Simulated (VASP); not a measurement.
Crystal: Al2BAs2.

```
CELL_PARAMETERS angstrom
2.71451 0.00000 0.00000
0.00000 2.71451 0.00000
0.00000 0.00000 12.45222
ATOMIC_POSITIONS crystal
Al 0.00000 0.00000 0.33138
Al 0.00000 0.00000 0.66862
B 0.00000 0.00000 0.50000
As 0.00000 0.00000 0.11989
As 0.00000 0.00000 0.88011
```

The cell was generated, and may not be a known phase.

| Quantity | Value |
| --- | --- |
| Program | VASP 6.6.1 |
| Task | relaxation of cell and atoms |
| Functional | PBE |
| Potentials or basis | VASP PAW PBE potentials, release 64 (Al, B, As) |
| Cutoff | 600 eV |
| k mesh | 14 × 14 × 4 |
| Occupations | gaussian, width 0.1 eV |
| Spin | no spin polarisation |

At the start: pressure -0.4 GPa; volume 18.35 Å³/atom.

Question: Where does the relaxation end?

Answer: Over 19 steps the energy falls by 13.8 meV/atom and the volume is 18.08 Å³/atom (-1.5 %); space group P4/mmm (No. 123, to 0.1 Å) before and after.

Step by step:
| step | energy change (eV) | largest force (eV/Å) | pressure (GPa) | volume (Å³) |
| --- | --- | --- | --- | --- |
| 1 | 0.0000 | 0.2795 | -0.35 | 91.76 |
| 2 | -0.0107 | 0.2974 | -0.06 | 91.22 |
| 3 | -0.0328 | 0.3068 | 0.98 | 89.62 |
| 4 | 0.0021 | 0.2385 | 3.80 | 86.47 |
| 5 | -0.0354 | 0.2974 | 1.45 | 89.01 |
| 6 | -0.0412 | 0.2749 | 1.27 | 89.11 |
| 7 | -0.0538 | 0.1889 | 0.78 | 89.43 |
| 8 | -0.0566 | 0.3113 | 0.05 | 90.08 |
| 9 | -0.0590 | 0.2503 | 0.30 | 89.82 |
| 10 | -0.0619 | 0.2144 | 0.17 | 89.98 |
| 11 | -0.0670 | 0.1102 | -0.20 | 90.47 |
| 12 | -0.0628 | 0.0777 | -0.81 | 91.44 |
| 13 | -0.0678 | 0.0602 | -0.38 | 90.74 |
| 14 | -0.0688 | 0.0388 | -0.03 | 90.43 |
| 15 | -0.0688 | 0.0366 | 0.01 | 90.39 |
| 16 | -0.0689 | 0.0307 | 0.01 | 90.39 |
| 17 | -0.0691 | 0.0114 | 0.02 | 90.39 |
| 18 | -0.0690 | 0.0260 | 0.03 | 90.38 |
| 19 | -0.0692 | 0.0048 | 0.02 | 90.39 |

Final structure:
```xyz
5
Lattice="2.7009 0.0000 0.0000 0.0000 2.7009 0.0000 0.0000 0.0000 12.3904" Properties=species:S:1:pos:R:3 pbc="T T T"
Al    0.0000    2.7009    4.0743
Al    0.0000    0.0000    8.3161
B     0.0000    0.0000    6.1952
As    0.0000    2.7009    1.3355
As    0.0000    0.0000   11.0549
```

Caveat: an odd number of electrons without spin polarisation forces a metal; a magnetic or distorted state may lie lower.
